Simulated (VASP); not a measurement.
# Ta2AlF3 (P-62m) in VASP: further runs

The runs below take Ta2AlF3 through single point, relaxation of cell and atoms, with PBE.

All numbers are computed with VASP 6.6.1; they aren't measurements. Logs are shortened: lines on timing, memory, paths and dates and some standing lists are left out, and cuts for length are marked.

## (1) The cell of the first run

It takes space group P-62m (No. 189, hexagonal). The conventional cell has a = 6.370 Å, b = 6.370 Å, c = 2.731 Å, α = 90.00°, β = 90.00°, γ = 120.00°. Within 2.8 Å of Ta (site symmetry -6) lie 3 F at 2.13 Å and 2 Ta at 2.73 Å. Al (site symmetry -62m) has 3 F at 2.11 Å and 2 Al at 2.73 Å within 2.8 Å. F (site symmetry m2m) has 1 Al at 2.11 Å and 2 Ta at 2.13 Å and 2 F at 2.73 Å within 2.8 Å.

The cell was generated, and may not be a known phase.

## (2) Single point, PBE

Input file INCAR:

```
SYSTEM = Ta2AlF3
PREC = Accurate
ENCUT = 520
EDIFF = 1E-6
ISMEAR = 0
SIGMA = 0.1
LREAL = .FALSE.
LASPH = .TRUE.
NELM = 100
ALGO = Normal
ISIF = 2
LWAVE = .FALSE.
LCHARG = .FALSE.
GGA = PE
NBANDS = 32
```

Input file KPOINTS:

```
regular mesh
0
G
  6 6 4
  0 0 0
```

Input file POSCAR:

```
Ta2AlF3
1.0
    6.3695961034      0.0000000041      0.0000000000
   -3.1847980553      5.5162320354      0.0000000000
    0.0000000000      0.0000000000      2.7311491638
Ta Al F
2 1 3
Direct
    0.3333333333      0.6666666667      0.5000000000
    0.6666666667      0.3333333333      0.5000000000
    0.0000000000      0.0000000000      0.5000000000
    0.3309308211      0.0000000000      0.5000000000
    0.0000000000      0.3309308211      0.5000000000
    0.6690691789      0.6690691789      0.5000000000
```

Potentials or basis: VASP PAW PBE potentials, release 64 (Ta_pv, Al, F).

On the command line:

```sh
cat potpaw_PBE.64/Ta_pv/POTCAR potpaw_PBE.64/Al/POTCAR potpaw_PBE.64/F/POTCAR > POTCAR
mpirun -np 1 vasp_std > vasp.out
```

OUTCAR:

```text
SYSTEM = Ta2AlF3
   PREC = Accurate
   ENCUT = 520
   EDIFF = 1E-6
   ISMEAR = 0
   LREAL = .FALSE.
   LASPH = .TRUE.
   NELM = 100
   ISIF = 2
   GGA = PE

 ion  position               nearest neighbor table
   1  0.333  0.667  0.500-   4 2.13   5 2.13   6 2.13
   2  0.667  0.333  0.500-   5 2.13   4 2.13   6 2.13
   3  0.000  0.000  0.500-   4 2.11   6 2.11   5 2.11
   4  0.331  0.000  0.500-   3 2.11   1 2.13   2 2.13
   5  0.000  0.331  0.500-   3 2.11   2 2.13   1 2.13
   6  0.669  0.669  0.500-   3 2.11   1 2.13   2 2.13

  LATTYP: Found a hexagonal cell.
 ALAT       =     6.3695961034
 C/A-ratio  =     0.4287790182

  Lattice vectors:

 A1 = (   6.3695961034,   0.0000000041,   0.0000000000)
 A2 = (  -3.1847980553,   5.5162320354,   0.0000000000)
 A3 = (   0.0000000000,   0.0000000000,   2.7311491638)

Analysis of symmetry for initial positions (statically):
=====================================================================
 Subroutine PRICEL returns:
 Original cell was already a primitive cell.

 Routine SETGRP: Setting up the symmetry group for a
 hexagonal supercell.

 Subroutine GETGRP returns: Found 12 space group operations
 (whereof 12 operations were pure point group operations)
 out of a pool of 24 trial point group operations.

The static configuration has the point symmetry D_3h.

Analysis of symmetry for dynamics (positions and initial velocities):
=====================================================================
 Subroutine PRICEL returns:
 Original cell was already a primitive cell.

 Routine SETGRP: Setting up the symmetry group for a
 hexagonal supercell.

 Subroutine GETGRP returns: Found 12 space group operations
 (whereof 12 operations were pure point group operations)
 out of a pool of 24 trial point group operations.

The dynamic configuration has the point symmetry D_3h.

 Subroutine INISYM returns: Found 12 space group operations
 (whereof 12 operations are pure point group operations),
 and found     1 'primitive' translations

----------------------------------------------------------------------------------------

                                     Primitive cell

  volume of cell :      95.9621

  direct lattice vectors                    reciprocal lattice vectors
     6.369596103  0.000000004  0.000000000     0.156995826  0.090641582  0.000000000
    -3.184798055  5.516232035  0.000000000    -0.000000000  0.181283165  0.000000000
     0.000000000  0.000000000  2.731149164     0.000000000  0.000000000  0.366146241

  length of vectors
     6.369596103  6.369596103  2.731149164     0.181283165  0.181283165  0.366146241

  position of ions in fractional coordinates (direct lattice)
     0.333333333  0.666666667  0.500000000
     0.666666667  0.333333333  0.500000000
     0.000000000  0.000000000  0.500000000
     0.330930821  1.000000000  0.500000000
     1.000000000  0.330930821  0.500000000
     0.669069179  0.669069179  0.500000000

  ion indices of the primitive-cell ions
   primitive index   ion index
                 1           1
                 2           2
                 3           3
                 4           4
                 5           5
                 6           6

----------------------------------------------------------------------------------------

 KPOINTS: regular mesh

Automatic generation of k-mesh.
 Grid dimensions read from file:
 generate k-points for:    6    6    4

 Generating k-lattice:

  Cartesian coordinates                     Fractional coordinates (reciprocal lattice)
     0.026165971  0.015106930  0.000000000     0.166666667 -0.000000000  0.000000000
    -0.000000000  0.030213861  0.000000000     0.000000000  0.166666667  0.000000000
     0.000000000  0.000000000  0.091536560     0.000000000  0.000000000  0.250000000

  Length of vectors
     0.030213861  0.030213861  0.091536560

  Shift w.r.t. Gamma in fractional coordinates (k-lattice)
     0.000000000  0.000000000  0.000000000

 Subroutine IBZKPT returns following result:
 ===========================================

 Found     21 irreducible k-points:

 Following reciprocal coordinates:
            Coordinates               Weight
  0.000000  0.000000  0.000000      1.000000
  0.166667  0.000000  0.000000      6.000000
  0.333333  0.000000  0.000000      6.000000
  0.500000 -0.000000  0.000000      3.000000
  0.166667  0.166667  0.000000      6.000000
  0.333333  0.166667  0.000000     12.000000
[... 13 lines left out ...]
  0.333333  0.166667  0.500000     12.000000
  0.333333  0.333333  0.500000      2.000000
   k-points           NKPTS =     21   k-points in BZ     NKDIM =     21   number of bands    NBANDS=     32
   number of dos      NEDOS =    301   number of ions     NIONS =      6
   total plane-waves  NPLWV =  46080
   dimension x,y,z NGX =    48 NGY =   48 NGZ =   20
   dimension x,y,z NGXF=    96 NGYF=   96 NGZF=   40
   ions per type =               2   1   3
   NGX,Y,Z   is equivalent  to a cutoff of  12.53, 12.53, 12.17 a.u.
   NGXF,Y,Z  is equivalent  to a cutoff of  25.06, 25.06, 24.35 a.u.
 SYSTEM =  Ta2AlF3
   PREC   = accura    normal or accurate (medium, high low for compatibility)
   ISTART =      0    job   : 0-new  1-cont  2-samecut
   ICHARG =      2    charge: 1-file 2-atom 10-const
   ISPIN  =      1    spin polarized calculation?
   LNONCOLLINEAR =      F non collinear calculations
   LSORBIT =      F    spin-orbit coupling
   LASPH  =      T    aspherical Exc in radial PAW
   ENCUT  =  520.0 eV  38.22 Ry    6.18 a.u.  11.84 11.84  5.08*2*pi/ulx,y,z
   NELM   =    100;   NELMIN=  2; NELMDL= -5     # of ELM steps
   EDIFF  = 0.1E-05   stopping-criterion for ELM
   LREAL  =      F    real-space projection
   EDIFFG = 0.1E-04   stopping-criterion for IOM
   NSW    =      0    number of steps for IOM
   IBRION =     -1    ionic relax: 0-MD 1-quasi-New 2-CG
   NFREE  =      0    steps in history (QN), initial steepest desc. (CG)
   ISIF   =      2    stress and relaxation
   ISYM   =      2    0-nonsym 1-usesym 2-fastsym
   POTIM  = 0.5000    time-step for ionic-motion
   TEBEG  =    0.0;   TEEND  =   0.0 temperature during run
   PSTRESS=    0.0 pullay stress
   NELECT =      46.0000    total number of electrons
   NUPDOWN=      -1.0000    fix difference up-down
   EMIN   =  10.00;   EMAX   =-10.00  energy-range for DOS
   EFERMI =   0.00;   METHOD = LEGACY
   ISMEAR =     0;   SIGMA  =   0.10  broadening in eV -4-tet -1-fermi 0-gaus
   EFERMI_NEDOS =   21; number of points for ismear=-14 and -15
   IALGO  =     38    algorithm
   IMIX   =      4    mixing-type and parameters
     AMIX     =   0.40;   BMIX     =  1.00
     AMIX_MAG =   1.60;   BMIX_MAG =  1.00
  volume/ion in A,a.u.               =      15.99       107.93
  Fermi-wavevector in a.u.,A,eV,Ry     =   1.281231  2.421176 22.334689  1.641553
  Thomas-Fermi vector in A             =   2.413613
   LORBIT       =      0    0 simple, 1 ext, 2 COOP (PROOUT), +10 PAW based schemes
   GGA     = PE    functional components
   LHFCALC =     F    Hartree Fock is set to
   AEXX    =    0.0000 exact exchange contribution
   IVDW    =     0    specifies the selected vdW correction
   LEPSILON=     F    determine dielectric tensor
   LRPA    =     F    only Hartree local field effects (RPA)
 non-spin polarized calculation
 Gauss-broadening in eV      SIGMA  =   0.10
  energy-cutoff  :      520.00
  volume of cell :       95.96
 maximum number of plane-waves:      2614
 NGX is ok and might be reduce to    48
   NGX = 23   NGY = 23   NGZ = 11

 number of electron      46.0000012 magnetization

 Free energy of the ion-electron system (eV)
  ---------------------------------------------------
  ext. energy  EPLUGINS =         0.00000000
  ---------------------------------------------------
  free energy    TOTEN  =       -37.19483597 eV

  energy without entropy =      -37.18018964  energy(sigma->0) =      -37.18751280

 E-fermi :   4.6628     XC(G=0): -10.4054

 val. band max:        4.6138801229   @ k =   0.3333   0.1667   0.2500
 cond. band min:       4.7034043636   @ k =   0.0000   0.0000   0.5000
 fundamental gap:      0.0895242407
 Fermi energy:         4.6627624121

 k-point     1 :       0.0000    0.0000    0.0000
  band No.  band energies     occupation
      1     -31.4748      2.00000
      2     -31.4748      2.00000
      3     -31.3472      2.00000
      4     -31.3472      2.00000
      5     -30.0293      2.00000
      6     -30.0233      2.00000
[... 24 lines left out ...]
     31       8.2113      0.00000
     32       8.2113      0.00000

 k-point     2 :       0.1667    0.0000    0.0000
  band No.  band energies     occupation
      1     -31.4766      2.00000
      2     -31.4682      2.00000
      3     -31.3542      2.00000
      4     -31.3454      2.00000
      5     -30.0289      2.00000
      6     -30.0236      2.00000
[... 24 lines left out ...]
     31       8.1497      0.00000
     32       8.1553      0.00000

 k-point     3 :       0.3333    0.0000    0.0000
  band No.  band energies     occupation
      1     -31.4800      2.00000
      2     -31.4518      2.00000
      3     -31.3715      2.00000
      4     -31.3419      2.00000
      5     -30.0280      2.00000
      6     -30.0245      2.00000
[... 24 lines left out ...]
     31       8.0666      0.00000
     32       8.0928      0.00000

 k-point     4 :       0.5000   -0.0000    0.0000
  band No.  band energies     occupation
      1     -31.4817      2.00000
      2     -31.4400      2.00000
      3     -31.3836      2.00000
      4     -31.3402      2.00000
      5     -30.0273      2.00000
      6     -30.0253      2.00000
[... 24 lines left out ...]
     31       7.9862      0.00000
     32       8.0489      0.00000

 k-point     5 :       0.1667    0.1667    0.0000
  band No.  band energies     occupation
      1     -31.4798      2.00000
      2     -31.4555      2.00000
      3     -31.3675      2.00000
      4     -31.3422      2.00000
      5     -30.0283      2.00000
      6     -30.0243      2.00000
[... 479 lines left out ...]
     31       8.4398      0.00000
     32       9.2217      0.00000

 k-point    19 :       0.1667    0.1667    0.5000
  band No.  band energies     occupation
      1     -31.3482      2.00000
      2     -31.3258      2.00000
      3     -31.2440      2.00000
      4     -31.2207      2.00000
      5     -31.1385      2.00000
      6     -31.1305      2.00000
[... 24 lines left out ...]
     31       8.8573      0.00000
     32       9.3802      0.00000

 k-point    20 :       0.3333    0.1667    0.5000
  band No.  band energies     occupation
      1     -31.3511      2.00000
      2     -31.3077      2.00000
      3     -31.2626      2.00000
      4     -31.2178      2.00000
      5     -31.1365      2.00000
      6     -31.1325      2.00000
[... 24 lines left out ...]
     31       8.4172      0.00000
     32       8.7485      0.00000

 k-point    21 :       0.3333    0.3333    0.5000
  band No.  band energies     occupation
      1     -31.3529      2.00000
      2     -31.2852      2.00000
      3     -31.2852      2.00000
      4     -31.2160      2.00000
      5     -31.1345      2.00000
      6     -31.1345      2.00000
[... 24 lines left out ...]
     31       8.1179      0.00000
     32       8.1179      0.00000

------------------------ aborting loop because EDIFF is reached ----------------------------------------

  FORCE on cell =-STRESS in cart. coord.  units (eV):
  Direction    XX          YY          ZZ          XY          YZ          ZX
  --------------------------------------------------------------------------------------
  -------------------------------------------------------------------------------------
  Total        0.1823553      0.1823553     -0.0196281     -0.0000000      0.0000000     -0.0000000
  in kB        3.0445930      3.0445930     -0.3277087     -0.0000000      0.0000000     -0.0000000
  external PRESSURE =       1.9204925 kB  Pullay stress =       0.0000000 kB

 VOLUME and BASIS-vectors are now :
 -----------------------------------------------------------------------------
  energy-cutoff  :      520.00
  volume of cell :       95.96
      direct lattice vectors                 reciprocal lattice vectors
     6.369596103  0.000000004  0.000000000     0.156995826  0.090641582  0.000000000
    -3.184798055  5.516232035  0.000000000    -0.000000000  0.181283165  0.000000000
     0.000000000  0.000000000  2.731149164     0.000000000  0.000000000  0.366146241

 POSITION                                       TOTAL-FORCE (eV/Angst)
 -----------------------------------------------------------------------------------
     -0.00000      3.67749      1.36557         0.000000      0.000000     -0.000000
      3.18480      1.83874      1.36557         0.000000      0.000000     -0.000000
      0.00000      0.00000      1.36557         0.000000      0.000000     -0.000000
      2.10790      0.00000      1.36557        -0.029654     -0.000000     -0.000000
     -1.05395      1.82549      1.36557         0.014827     -0.025681     -0.000000
      2.13085      3.69074      1.36557         0.014827      0.025681      0.000000
 -----------------------------------------------------------------------------------
    total drift:                               -0.000003     -0.000006      0.000001

  FREE ENERGIE OF THE ION-ELECTRON SYSTEM (eV)
  ---------------------------------------------------
  free  energy   TOTEN  =       -37.1948359683 eV

  energy  without entropy=      -37.1801896373  energy(sigma->0) =      -37.18751280
```

Wall time 63 s (1 thread of Intel Xeon 8259CL, shared host); peak memory 0.24 GiB.

Results:

```yaml
Free_energy: -37.1948 eV
Pressure: 0.2 GPa
Largest_force: 0.030 eV/Å
Band_gap_on_the_k_mesh: zero (bands 23 and 24 overlap by 0.58 eV)
```

Forces in eV/Å, atoms in the order of the input:
```
Ta   0.000  0.000  0.000
Ta   0.000  0.000  0.000
Al   0.000  0.000  0.000
F   -0.030  0.000  0.000
F    0.015 -0.026  0.000
F    0.015  0.026  0.000
```

Caveat: the k points lie up to 0.58 Å⁻¹ apart, too coarse for converged energies and pressures of a metal; spin-orbit coupling is left out, which moves the levels of the heavy elements.

(Continued in part 2 of 3.)

The gap in the log of VASP goes by the Fermi energy; the results here count the filled bands.